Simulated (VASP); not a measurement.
Input of a VASP 6.6.1 run:

File INCAR:

```
PREC     = Accurate       # precision mode
ENCUT    = 520            # plane-wave cutoff, eV
EDIFF    = 1E-7           # SCF threshold, eV
ISMEAR   = 0              # smearing method
SIGMA    = 0.02           # smearing width, eV
LREAL    = False          # projectors in reciprocal space
LASPH    = True           # aspherical terms in the spheres
NELM     = 60             # most SCF steps
ALGO     = Normal         # electronic algorithm
ISIF     = 2              # what is computed and relaxed
LWAVE    = False          # write WAVECAR
LCHARG   = False          # write CHGCAR
GGA      = PE             # functional
NBANDS   = 40             # bands
```

Contents of KPOINTS:

```
Automatic mesh
0
Gamma
  6 6 6
```

POSCAR

```
CdTeF6
1.0
    0.0000000000      4.3463038000      4.3463038000
    4.3463038000      0.0000000000      4.3463038000
    4.3463038000      4.3463038000      0.0000000000
Cd Te F
1 1 6
Direct
    0.0000000000      0.0000000000      0.0000000000
    0.5000000000      0.5000000000      0.5000000000
    0.7402890000      0.2597110000      0.2597110000
    0.2597110000      0.7402890000      0.7402890000
    0.2597110000      0.7402890000      0.2597110000
    0.7402890000      0.2597110000      0.7402890000
    0.2597110000      0.2597110000      0.7402890000
    0.7402890000      0.7402890000      0.2597110000
```

Potentials or basis: VASP PAW PBE potentials, release 64 (Cd, Te, F).

Launch:

```bash
$ cat potpaw_PBE.64/Cd/POTCAR potpaw_PBE.64/Te/POTCAR potpaw_PBE.64/F/POTCAR > POTCAR
$ mpirun -np 1 vasp_std > vasp.out
```

Task: What does it give for the pressure?

Result: -0.2 GPa.

Task: Estimate the largest force.

Result: 0.100 eV/Å.

Forces on the atoms (eV/Å):
```
Cd   0.000  0.000  0.000
Te   0.000  0.000  0.000
F    0.100  0.000  0.000
F   -0.100  0.000  0.000
F    0.000  0.100  0.000
F    0.000 -0.100  0.000
F    0.000  0.000  0.100
F    0.000  0.000 -0.100
```
